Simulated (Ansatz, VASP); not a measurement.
**KF: VASP beside Ansatz**

File INCAR:

```
PREC     = Accurate       # precision mode
ENCUT    = 600            # plane-wave cutoff, eV
EDIFF    = 1E-6           # SCF threshold, eV
ISMEAR   = 0              # smearing method
SIGMA    = 0.1            # smearing width, eV
LREAL    = F              # projectors in reciprocal space
LASPH    = T              # aspherical terms in the spheres
NELM     = 80             # most SCF steps
ALGO     = Normal         # electronic algorithm
ISIF     = 3              # what is computed and relaxed
LWAVE    = F              # write WAVECAR
LCHARG   = F              # write CHGCAR
GGA      = PE             # functional
IBRION   = 2              # ionic algorithm
NSW      = 80             # ionic steps
EDIFFG   = -0.025         # ionic threshold
```

KPOINTS

```
Automatic mesh
0
Gamma
  6 6 6
```

Contents of POSCAR:

```
KF
1.0
   -0.0728137653     -2.7432233930     -2.7553371022
   -2.6704192977     -0.0580196452     -2.7701312223
    2.6272968693      2.7444833250     -5.4391203711
K F
2 2
Direct
    1.0048855776      1.0562604307      0.0044244365
    0.4739583654      0.4821521312      0.4956952122
    0.2228371043      0.2743129676      0.2483881516
    0.7983189527      0.6872744705      0.7514921996
```

Input for Ansatz:

```yaml
crystal:
  lattice:
    - [-0.0728137653, -2.743223393, -2.7553371022]
    - [-2.6704192977, -0.0580196452, -2.7701312223]
    - [2.6272968693, 2.744483325, -5.4391203711]
  atoms:
    - { symbol: K, position: [1.0048855776, 1.0562604307, 0.0044244365] }
    - { symbol: K, position: [0.4739583654, 0.4821521312, 0.4956952122] }
    - { symbol: F, position: [0.2228371043, 0.2743129676, 0.2483881516] }
    - { symbol: F, position: [0.7983189527, 0.6872744705, 0.7514921996] }
basis:
  ecutwfc: 420
kpoints:
  mp_grid: { grid: [6, 6, 6] }
hamiltonian:
  xc: pbe
scf:
  occupations: { method: gaussian, width: 0.1 }
  lower_state_search: "off"
output:
  forces: true
  stress: true
  eigenvalues: true
relax:
  adjacent_minimum: "off"
  f_tol: 0.025
  max_steps: 60
  cell: { stress_tol: 0.25 }
```

Change from the starting cell: cell x2, atoms moved at random (sigma 0.1 Å) and cell strained at random (1.5 %), then relaxed without symmetry.

Alike in both runs: task relaxation of cell and atoms; functional PBE; k mesh 6 × 6 × 6; occupations gaussian, width 0.1 eV; no spin polarisation.

```csv
,VASP,Ansatz
version,VASP 6.6.1,Ansatz 0.2.0
potentials or method,"VASP PAW PBE potentials, release 64 (K_sv, F), cutoff 600 eV","scalar-relativistic, plane waves, PAW"
valence electrons in the cell,32,32
```

```tsv
	VASP	Ansatz	Ansatz less VASP
gap on the k mesh at the Fermi level, each at its own relaxed structure (eV)	5.94	5.96	+0.020
relaxed volume (Å³/atom)	19.93	19.90	-0.026
relaxed cell length with the largest relative difference (Å)	6.632	6.637	+0.0057
```
